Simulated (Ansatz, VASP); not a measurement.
## One calculation of Ta4O, two programs

Contents of INCAR:

```
  PREC = Accurate
  ENCUT = 600
  EDIFF = 1E-6
  ISMEAR = -1
  SIGMA = 0.05
  LREAL = False
  LASPH = True
  NELM = 80
  ALGO = Normal
  ISIF = 3
  LWAVE = False
  LCHARG = False
  GGA = PS
  IVDW = 13
  IBRION = 2
  NSW = 60
  EDIFFG = -0.01
```

KPOINTS

```
Automatic mesh
0
Gamma
  8 8 4
```

Contents of POSCAR:

```
Ta4O
1.0
    3.2574970000      0.0000000000      0.0000000000
    0.0000000000      3.2574970000      0.0000000000
    0.0000000000      0.0000000000      7.4093410000
Ta O
4 1
Direct
    0.0000000000      0.0000000000      0.0000000000
    0.5000000000      0.5000000000      0.2168420000
    0.5000000000      0.5000000000      0.7831580000
    0.0000000000      0.0000000000      0.5000000000
    0.5000000000      0.5000000000      0.5000000000
```

Contents of input.yaml:

```yaml
crystal:
  lattice:
    - [3.257497, 0.0, 0.0]
    - [0.0, 3.257497, 0.0]
    - [0.0, 0.0, 7.409341]
  atoms:
    - { symbol: Ta, position: [0.0, 0.0, 0.0] }
    - { symbol: Ta, position: [0.5, 0.5, 0.216842] }
    - { symbol: Ta, position: [0.5, 0.5, 0.783158] }
    - { symbol: Ta, position: [0.0, 0.0, 0.5] }
    - { symbol: O, position: [0.5, 0.5, 0.5] }
hamiltonian:
  xc: pbesol
  pseudopotentials: { kind: paw }
  dispersion: d4
kpoints:
  mp_grid: { grid: [8, 8, 4] }
scf:
  occupations: { method: fermi_dirac, width: 0.05 }
output:
  forces: true
  stress: true
  eigenvalues: true
  write_density: true
  write_potential: true
  elf: true
  volumetric_format: npy
relax:
  f_tol: 0.01
  max_steps: 40
  cell: { stress_tol: 0.05 }
```

Alike in both runs: task relaxation of cell and atoms; functional PBEsol; dispersion D4; k mesh 8 × 8 × 4; occupations fermi-dirac, width 0.05 eV; no spin polarisation.

|  | VASP | Ansatz |
| --- | --- | --- |
| version | VASP 6.6.1 | Ansatz 0.2.0 |
| potentials or method | VASP PAW PBE potentials, release 64 (Ta_pv, O) | Ansatz PAW |
| plane-wave cutoff (eV) | 600 | 420 |
| valence electrons in the cell | 50 | 58 |

|  | VASP | Ansatz | Ansatz less VASP |
| --- | --- | --- | --- |
| gap on the k mesh at the Fermi level, each at its own relaxed structure (eV) | none | none | - |
| relaxed volume (Å³/atom) | 15.05 | 15.03 | -0.022 |
| relaxed cell length with the largest relative difference (Å) | 7.334 | 7.330 | -0.0040 |

VASP's potentials were made for PBE, not for PBEsol. A gap of «none» marks a metal or a gap that the smearing closes. VASP's potentials hold 50 valence electrons a cell and Ansatz's 58, so a difference there can come from the potentials and not from the codes.

Spin-orbit coupling is off throughout. Noted on Ansatz's run: the plane-wave basis is chosen anew once the cell has moved, so the energies of steps on either side of that aren't comparable.
